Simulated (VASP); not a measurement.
# Ti (Im-3m) in VASP: further runs

Aim: see how the results for Ti move with the level of theory and the settings. Levels: PBEsol, BLYP, LDA. Tasks: single point.

Everything below comes from runs of VASP 6.6.1. Logs are shortened: lines on timing, memory, paths and dates and some standing lists are left out, and cuts for length are marked.

**1. The cell of the first run**

The structure is cubic, space group Im-3m (No. 229). The conventional cell has a = 3.282 Å, b = 3.282 Å, c = 3.282 Å, α = 90.00°, β = 90.00°, γ = 90.00°. Within 3.7 Å of Ti (site symmetry m-3m) lie 14 Ti at 2.84 to 3.28 Å.

**2. Single point, PBEsol**

The input, INCAR:

```
SYSTEM = Ti
PREC = Accurate ; ENCUT = 520
EDIFF = 1E-7 ; ISMEAR = 1
SIGMA = 0.1 ; LREAL = .False.
LASPH = .True. ; NELM = 80
ALGO = Normal ; ISIF = 2
LWAVE = .False. ; LCHARG = .False.
GGA = PS ; NBANDS = 12
```

The input, KPOINTS:

```
regular mesh
0
Gamma
  12 12 12
  0 0 0
```

The input, POSCAR:

```
Ti
1.0
   -1.6410000000      1.6410000000      1.6410000000
    1.6410000000     -1.6410000000      1.6410000000
    1.6410000000      1.6410000000     -1.6410000000
Ti
1
Direct
    0.0000000000      0.0000000000      0.0000000000
```

Potentials or basis: VASP PAW PBE potentials, release 64 (Ti_sv).

Launch:

```bash
$ cat potpaw_PBE.64/Ti_sv/POTCAR > POTCAR
$ mpirun -np 1 vasp_std > vasp.out
```

OUTCAR:

```text
SYSTEM = Ti
   PREC = Accurate
   ENCUT = 520
   EDIFF = 1E-7
   ISMEAR = 1
   LREAL = .False.
   LASPH = .True.
   NELM = 80
   ISIF = 2
   GGA = PS

 ion  position               nearest neighbor table
   1  0.000  0.000  0.000-

  LATTYP: Found a body centered cubic cell.
 ALAT       =     3.2820000000

  Lattice vectors:

 A1 = (  -1.6410000000,   1.6410000000,   1.6410000000)
 A2 = (   1.6410000000,  -1.6410000000,   1.6410000000)
 A3 = (   1.6410000000,   1.6410000000,  -1.6410000000)

Analysis of symmetry for initial positions (statically):
=====================================================================
 Subroutine PRICEL returns:
 Original cell was already a primitive cell.

 Routine SETGRP: Setting up the symmetry group for a
 body centered cubic supercell.

 Subroutine GETGRP returns: Found 48 space group operations
 (whereof 48 operations were pure point group operations)
 out of a pool of 48 trial point group operations.

The static configuration has the point symmetry O_h .

Analysis of symmetry for dynamics (positions and initial velocities):
=====================================================================
 Subroutine PRICEL returns:
 Original cell was already a primitive cell.

 Routine SETGRP: Setting up the symmetry group for a
 body centered cubic supercell.

 Subroutine GETGRP returns: Found 48 space group operations
 (whereof 48 operations were pure point group operations)
 out of a pool of 48 trial point group operations.

The dynamic configuration has the point symmetry O_h .

 Subroutine INISYM returns: Found 48 space group operations
 (whereof 48 operations are pure point group operations),
 and found     1 'primitive' translations

----------------------------------------------------------------------------------------

                                     Primitive cell

  volume of cell :      17.6761

  direct lattice vectors                    reciprocal lattice vectors
    -1.641000000  1.641000000  1.641000000     0.000000000  0.304692261  0.304692261
     1.641000000 -1.641000000  1.641000000     0.304692261  0.000000000  0.304692261
     1.641000000  1.641000000 -1.641000000     0.304692261  0.304692261  0.000000000

  length of vectors
     2.842295375  2.842295375  2.842295375     0.430899928  0.430899928  0.430899928

  position of ions in fractional coordinates (direct lattice)
     0.000000000  0.000000000  0.000000000

  ion indices of the primitive-cell ions
   primitive index   ion index
                 1           1

----------------------------------------------------------------------------------------

 KPOINTS: regular mesh

Automatic generation of k-mesh.
 Grid dimensions read from file:
 generate k-points for:   12   12   12

 Generating k-lattice:

  Cartesian coordinates                     Fractional coordinates (reciprocal lattice)
     0.000000000  0.025391022  0.025391022     0.083333333  0.000000000  0.000000000
     0.025391022  0.000000000  0.025391022     0.000000000  0.083333333  0.000000000
     0.025391022  0.025391022  0.000000000     0.000000000  0.000000000  0.083333333

  Length of vectors
     0.035908327  0.035908327  0.035908327

  Shift w.r.t. Gamma in fractional coordinates (k-lattice)
     0.000000000  0.000000000  0.000000000

 Subroutine IBZKPT returns following result:
 ===========================================

 Found     72 irreducible k-points:

 Following reciprocal coordinates:
            Coordinates               Weight
  0.000000  0.000000  0.000000      1.000000
  0.083333  0.000000  0.000000     12.000000
  0.166667  0.000000  0.000000     12.000000
  0.250000  0.000000  0.000000     12.000000
  0.333333  0.000000  0.000000     12.000000
  0.416667  0.000000  0.000000     12.000000
[... 16 lines left out ...]
  0.333333  0.083333  0.083333     24.000000
  0.416667  0.083333  0.083333     12.000000
 [... further k-points ...]
   k-points           NKPTS =     72   k-points in BZ     NKDIM =     72   number of bands    NBANDS=     12
   number of dos      NEDOS =    301   number of ions     NIONS =      1
   total plane-waves  NPLWV =  13824
   dimension x,y,z NGX =    24 NGY =   24 NGZ =   24
   dimension x,y,z NGXF=    48 NGYF=   48 NGZF=   48
   ions per type =               1
   NGX,Y,Z   is equivalent  to a cutoff of  14.04, 14.04, 14.04 a.u.
   NGXF,Y,Z  is equivalent  to a cutoff of  28.08, 28.08, 28.08 a.u.
 SYSTEM =  Ti
   PREC   = accura    normal or accurate (medium, high low for compatibility)
   ISTART =      0    job   : 0-new  1-cont  2-samecut
   ICHARG =      2    charge: 1-file 2-atom 10-const
   ISPIN  =      1    spin polarized calculation?
   LNONCOLLINEAR =      F non collinear calculations
   LSORBIT =      F    spin-orbit coupling
   LASPH  =      T    aspherical Exc in radial PAW
   ENCUT  =  520.0 eV  38.22 Ry    6.18 a.u.   5.28  5.28  5.28*2*pi/ulx,y,z
   NELM   =     80;   NELMIN=  2; NELMDL= -5     # of ELM steps
   EDIFF  = 0.1E-06   stopping-criterion for ELM
   LREAL  =      F    real-space projection
   EDIFFG = 0.1E-05   stopping-criterion for IOM
   NSW    =      0    number of steps for IOM
   IBRION =     -1    ionic relax: 0-MD 1-quasi-New 2-CG
   NFREE  =      0    steps in history (QN), initial steepest desc. (CG)
   ISIF   =      2    stress and relaxation
   ISYM   =      2    0-nonsym 1-usesym 2-fastsym
   POTIM  = 0.5000    time-step for ionic-motion
   TEBEG  =    0.0;   TEEND  =   0.0 temperature during run
   PSTRESS=    0.0 pullay stress
   NELECT =      12.0000    total number of electrons
   NUPDOWN=      -1.0000    fix difference up-down
   EMIN   =  10.00;   EMAX   =-10.00  energy-range for DOS
   EFERMI =   0.00;   METHOD = LEGACY
   ISMEAR =     1;   SIGMA  =   0.10  broadening in eV -4-tet -1-fermi 0-gaus
   EFERMI_NEDOS =   21; number of points for ismear=-14 and -15
   IALGO  =     38    algorithm
   IMIX   =      4    mixing-type and parameters
     AMIX     =   0.40;   BMIX     =  1.00
     AMIX_MAG =   1.60;   BMIX_MAG =  1.00
  volume/ion in A,a.u.               =      17.68       119.28
  Fermi-wavevector in a.u.,A,eV,Ry     =   1.438821  2.718977 28.166848  2.070205
  Thomas-Fermi vector in A             =   2.557745
   LORBIT       =      0    0 simple, 1 ext, 2 COOP (PROOUT), +10 PAW based schemes
   GGA     = PS    functional components
   LHFCALC =     F    Hartree Fock is set to
   AEXX    =    0.0000 exact exchange contribution
   IVDW    =     0    specifies the selected vdW correction
   LEPSILON=     F    determine dielectric tensor
   LRPA    =     F    only Hartree local field effects (RPA)
 non-spin polarized calculation
 Methfessel and Paxton  Order N= 1 SIGMA  =   0.10
  energy-cutoff  :      520.00
  volume of cell :       17.68
 maximum number of plane-waves:       490
 NGX is ok and might be reduce to    24
   NGX = 11   NGY = 11   NGZ = 11

 number of electron      12.0000001 magnetization

 Free energy of the ion-electron system (eV)
  ---------------------------------------------------
  ext. energy  EPLUGINS =         0.00000000
  ---------------------------------------------------
  free energy    TOTEN  =        -8.20911642 eV

  energy without entropy =       -8.20926803  energy(sigma->0) =       -8.20916695

 E-fermi :   7.8056     XC(G=0): -11.5473

 val. band max:        7.7415673005   @ k =   0.2500   0.2500   0.0000
 cond. band min:       7.8261787571   @ k =   0.2500   0.1667   0.0000
 fundamental gap:      0.0846114566
 Fermi energy:         7.8055976325

 k-point     1 :       0.0000    0.0000    0.0000
  band No.  band energies     occupation
      1     -48.5472      2.00000
      2     -24.5180      2.00000
      3     -24.5180      2.00000
      4     -24.5180      2.00000
      5       1.8628      2.00000
      6       8.7501     -0.00000
      7       8.7501     -0.00000
      8       8.7501     -0.00000
      9      10.4844      0.00000
     10      10.4844      0.00000
     11      25.0720      0.00000
     12      25.0720      0.00000

 k-point     2 :       0.0833    0.0000    0.0000
  band No.  band energies     occupation
      1     -48.5390      2.00000
      2     -24.5630      2.00000
      3     -24.5319      2.00000
      4     -24.5183      2.00000
      5       2.0959      2.00000
      6       8.6453     -0.00000
      7       8.7178     -0.00000
      8       8.9190     -0.00000
      9      10.3677      0.00000
     10      10.4911      0.00000
     11      24.6850      0.00000
     12      25.0275      0.00000

 k-point     3 :       0.1667    0.0000    0.0000
  band No.  band energies     occupation
      1     -48.5163      2.00000
      2     -24.6843      2.00000
      3     -24.5697      2.00000
      4     -24.5190      2.00000
      5       2.7584      2.00000
      6       8.3713     -0.00000
      7       8.5487     -0.00000
      8       9.4039     -0.00000
      9      10.1912      0.00000
     10      10.5194      0.00000
     11      23.4205      0.00000
     12      24.5313      0.00000
[... 286 lines left out ...]
 k-point    23 :       0.3333    0.0833    0.0833
  band No.  band energies     occupation
      1     -48.4275      2.00000
      2     -25.0902      2.00000
      3     -24.7301      2.00000
      4     -24.5622      2.00000
      5       5.6469      2.00000
      6       7.3549      2.00000
      7       8.0346     -0.00563
      8      10.5254      0.00000
      9      10.7897      0.00000
     10      12.4471      0.00000
     11      17.1702      0.00000
     12      20.6871      0.00000

 k-point    24 :       0.4167    0.0833    0.0833
  band No.  band energies     occupation
      1     -48.4200      2.00000
      2     -25.1184      2.00000
      3     -24.7508      2.00000
      4     -24.5634      2.00000
      5       5.7519      2.00000
      6       7.2880      2.00000
      7       8.3588     -0.00000
      8      10.5592      0.00000
      9      10.8258      0.00000
     10      12.8453      0.00000
     11      16.2766      0.00000
     12      20.4418      0.00000

 [... further k-points ...]

------------------------ aborting loop because EDIFF is reached ----------------------------------------

  FORCE on cell =-STRESS in cart. coord.  units (eV):
  Direction    XX          YY          ZZ          XY          YZ          ZX
  --------------------------------------------------------------------------------------
  -------------------------------------------------------------------------------------
  Total       -0.7910136     -0.7910136     -0.7910136     -0.0000000     -0.0000000      0.0000000
  in kB      -71.6982871    -71.6982871    -71.6982871     -0.0000000     -0.0000000      0.0000000
  external PRESSURE =     -71.6982871 kB  Pullay stress =       0.0000000 kB

 VOLUME and BASIS-vectors are now :
 -----------------------------------------------------------------------------
  energy-cutoff  :      520.00
  volume of cell :       17.68
      direct lattice vectors                 reciprocal lattice vectors
    -1.641000000  1.641000000  1.641000000     0.000000000  0.304692261  0.304692261
     1.641000000 -1.641000000  1.641000000     0.304692261  0.000000000  0.304692261
     1.641000000  1.641000000 -1.641000000     0.304692261  0.304692261  0.000000000

 POSITION                                       TOTAL-FORCE (eV/Angst)
 -----------------------------------------------------------------------------------
      0.00000      0.00000      0.00000         0.000000      0.000000      0.000000
 -----------------------------------------------------------------------------------
    total drift:                               -0.000000      0.000000      0.000000

  FREE ENERGIE OF THE ION-ELECTRON SYSTEM (eV)
  ---------------------------------------------------
  free  energy   TOTEN  =        -8.2091164177 eV

  energy  without entropy=       -8.2092680265  energy(sigma->0) =       -8.20916695
```

It took 6.7 s on 1 thread of Intel Xeon Platinum 8481C at 2.70GHz (Sapphire Rapids), shared host; peak memory 0.14 GiB.

Results:

- Free energy: -8.2091 eV
- Pressure: -7.2 GPa
- Band gap on the k mesh: zero (band 6 reaches 8.75 eV, above the bottom of band 7 at 7.18 eV)

Caveat: the PAW data sets were made with another functional, which shifts forces and pressure a little.

[end of part 1 of 2]
